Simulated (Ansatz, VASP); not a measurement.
# One calculation of Sc, two programs

INCAR

```
ALGO = Normal ; EDIFF = 1E-6
ENCUT = 520 ; GGA = PS
ISIF = 2 ; ISMEAR = 0
LASPH = True ; LCHARG = False
LREAL = False ; LWAVE = False
NBANDS = 18 ; NELM = 100
PREC = Accurate ; SIGMA = 0.15
```

Contents of KPOINTS:

```
k-points
0
Gamma
  15 15 10
```

File POSCAR:

```
Sc
1.0
    3.1131000000      0.0000000000      0.0000000000
   -1.5565500000      2.6960236845      0.0000000000
    0.0000000000      0.0000000000      5.0823813358
Sc
2
Direct
    0.3333333333      0.6666666667      0.2500000000
    0.6666666667      0.3333333333      0.7500000000
```

Input for Ansatz:

```yaml
crystal:
  lattice:
    - [3.1131, 0.0, 0.0]
    - [-1.55655, 2.6960236845, 0.0]
    - [0.0, 0.0, 5.0823813358]
  atoms:
    - { symbol: Sc, position: [0.3333333333, 0.6666666667, 0.25] }
    - { symbol: Sc, position: [0.6666666667, 0.3333333333, 0.75] }
basis:
  ecutwfc: 520.0
kpoints:
  mp_grid: { grid: [15, 15, 10] }
hamiltonian:
  xc: pbesol
scf:
  occupations: { method: gaussian, width: 0.15 }
output:
  forces: true
  stress: true
  eigenvalues: true
```

Alike in both runs: task single point; functional PBEsol; k mesh 15 × 15 × 10; occupations gaussian, width 0.15 eV; no spin polarisation.

```csv
,VASP,Ansatz
version,VASP 6.6.1,Ansatz 0.2.0
potentials or method,"VASP PAW PBE potentials, release 64 (Sc_sv), cutoff 520 eV","scalar-relativistic, plane waves, PAW"
valence electrons in the cell,22,22
```

|  | VASP | Ansatz | Ansatz less VASP |
| --- | --- | --- | --- |
| gap on the k mesh at the Fermi level (eV) | none | none | - |
| pressure (GPa) | 7.2 | 7.1 | -0.02 |
| traceless stress, the component that is largest in VASP (GPa) | -3.11 | -3.12 | -0.010 |

VASP's potentials were made for PBE, not for PBEsol. A gap of «none» marks a metal or a gap that the smearing closes.
